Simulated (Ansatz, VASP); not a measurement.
# One calculation of Na, two programs

The input INCAR:

```
  PREC = Accurate
  ENCUT = 520
  EDIFF = 1E-6
  ISMEAR = -1
  SIGMA = 0.1
  LREAL = F
  LASPH = T
  NELM = 100
  ALGO = Normal
  ISIF = 2
  LWAVE = F
  LCHARG = F
  GGA = B5
  ALDAX = 1.0
  AGGAX = 1.0
  AGGAC = 1.0
  ALDAC = 0.0
  NBANDS = 10
```

KPOINTS

```
regular mesh
0
Gamma
  12 12 12
```

POSCAR

```
Na
1.0
    0.0000000000      2.5818989072      2.5818989072
    2.5818989072      0.0000000000      2.5818989072
    2.5818989072      2.5818989072      0.0000000000
Na
1
Direct
    0.0000000000      0.0000000000      0.0000000000
```

Input for Ansatz:

```yaml
crystal:
  lattice:
    - [0.0, 2.5818989072, 2.5818989072]
    - [2.5818989072, 0.0, 2.5818989072]
    - [2.5818989072, 2.5818989072, 0.0]
  atoms:
    - { symbol: Na, position: [0.0, 0.0, 0.0] }
hamiltonian:
  xc: blyp
  pseudopotentials:
    kind: paw
    azcp:
      Na: "pseudopotentials/Na.paw.azcp"
basis:
  ecutwfc: 420
  fft_grid_basis: typed
kpoints:
  mp_grid: { grid: [12, 12, 12], shift: [0, 0, 0] }
magnetization:
  spin_polarized: false
scf:
  occupations: { method: fermi_dirac, width: 0.1 }
  lower_state_search: "off"
output:
  stress: true
```

Alike in both runs: task single point; functional BLYP; k mesh 12 × 12 × 12; occupations fermi-dirac, width 0.1 eV; no spin polarisation.

```csv
,VASP,Ansatz
version,VASP 6.6.1,Ansatz 0.2.0
potentials or method,"VASP PAW PBE potentials, release 64 (Na_pv), cutoff 520 eV","plane waves (420 eV) with PAW, scalar-relativistic"
valence electrons in the cell,7,9
```

```csv
,VASP,Ansatz,Ansatz less VASP
pressure (GPa),0.7,0.7,+0.01
```

VASP's potentials were made for PBE, not for BLYP. VASP's potentials hold 7 valence electrons a cell and Ansatz's 9, so a difference there can come from the potentials and not from the codes.
